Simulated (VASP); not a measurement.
Set up this calculation in VASP 6.6.1, as the native input.

* Task: single point
* Functional: PBEsol
* Potentials or basis: VASP PAW PBE potentials, release 64 (Sr_sv, O)
* Cutoff: 520 eV
* k mesh: 6 × 6 × 6
* Occupations: gaussian, width 0.02 eV
* Spin: no spin polarisation
* Dipole correction: no
* Further INCAR settings: ALGO = Normal; EDIFF = 1e-06; NBANDS = 15

The structure of SrO (sol) lies in POSCAR:

```
SrO
1.0
    0.0000000000      2.5613268558      2.5613268558
    2.5613268558      0.0000000000      2.5613268558
    2.5613268558      2.5613268558      0.0000000000
Sr O
1 1
Direct
    0.0000000000      0.0000000000      0.0000000000
    0.5000000000      0.5000000000      0.5000000000
```

The input as run:

INCAR

```
SYSTEM = SrO
  PREC = Accurate
  ENCUT = 520
  EDIFF = 1E-6
  ISMEAR = 0
  SIGMA = 0.02
  LREAL = .False.
  LASPH = .True.
  NELM = 100
  ALGO = Normal
  ISIF = 2
  LWAVE = .False.
  LCHARG = .True.
  GGA = PS
  LELF = .True.
  LVHAR = .True.
  NBANDS = 15
```

KPOINTS

```
Automatic mesh
0
Gamma
  6 6 6
  0 0 0
```

Potentials or basis: VASP PAW PBE potentials, release 64 (Sr_sv, O).

Command:

```bash
$ cat potpaw_PBE.64/Sr_sv/POTCAR potpaw_PBE.64/O/POTCAR > POTCAR
$ mpirun -np 1 vasp_std > vasp.out
```

Results of the run:

```yaml
Pressure: 0.6 GPa
Band_gap_on_the_k_mesh: 3.15 eV, indirect (least direct gap 3.23 eV)
```

Caveat: the PAW data sets were made with another functional, which shifts forces and pressure a little.

It took 8.3 s on 1 thread of Intel(R) Xeon(R) Platinum 8488C (Sapphire Rapids), with other jobs on the host, peak memory 0.16 GiB.
